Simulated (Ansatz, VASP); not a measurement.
**BiO: VASP beside Ansatz**

File INCAR:

```
SYSTEM = BiO
ALGO = Normal ; EDIFF = 1E-7
EDIFFG = -0.08 ; ENCUT = 600
GGA = PE ; GGA_COMPAT = .FALSE.
IBRION = 2 ; ISIF = 3
ISMEAR = 0 ; LASPH = .TRUE.
LCHARG = .FALSE. ; LREAL = .FALSE.
LWAVE = .FALSE. ; NELM = 120
NELMIN = 4 ; NSW = 36
PREC = Accurate ; SIGMA = 0.2
```

The input KPOINTS:

```
k-points
0
G
  5 5 6
  0 0 0
```

The input POSCAR:

```
BiO
1.0
    3.5998245500      0.0000000000      0.0000000000
    0.0000000000      3.5998245500      0.0000000000
    0.0000000000      0.0000000000      3.4568780100
Bi O
1 1
Direct
    0.0000000000      0.0000000000      0.0000000000
    0.5000000000      0.5000000000      0.0000000000
```

Input for Ansatz:

```yaml
crystal:
  lattice:
    - [3.59982455, 0.0, 0.0]
    - [0.0, 3.59982455, 0.0]
    - [0.0, 0.0, 3.45687801]
  atoms:
    - { symbol: Bi, position: [0.0, 0.0, 0.0] }
    - { symbol: O, position: [0.5, 0.5, 0.0] }
basis:
  ecutwfc: 420
kpoints:
  mp_grid: { grid: [5, 5, 6] }
hamiltonian:
  xc: pbe
scf:
  occupations: { method: gaussian, width: 0.2 }
  lower_state_search: "off"
output:
  forces: true
  stress: true
  eigenvalues: true
relax:
  adjacent_minimum: "off"
  f_tol: 0.08
  max_steps: 16
  cell: { stress_tol: 0.8 }
```

Alike in both runs: task relaxation of cell and atoms; functional PBE; k mesh 5 × 5 × 6; occupations gaussian, width 0.2 eV; no spin polarisation.

|  | VASP | Ansatz |
| --- | --- | --- |
| version | VASP 6.6.1 | Ansatz 0.2.0 |
| potentials or method | VASP PAW PBE potentials, release 64 (Bi_d, O), cutoff 600 eV | scalar-relativistic, plane waves, PAW |
| valence electrons in the cell | 21 | 21 |

Ansatz gave:

```
gap on the k mesh at the Fermi level, each at its own relaxed structure (eV) : none
relaxed volume (Å³/atom)                                                     : 19.98
relaxed cell length with the largest relative difference (Å)                 : 3.377
```

Q: Which values does VASP return?

A: gap on the k mesh at the Fermi level, each at its own relaxed structure (eV): none; relaxed volume (Å³/atom): 19.79; relaxed cell length with the largest relative difference (Å): 3.360.

A gap of «none» marks a metal or a gap that the smearing closes.

Spin-orbit coupling is off throughout.
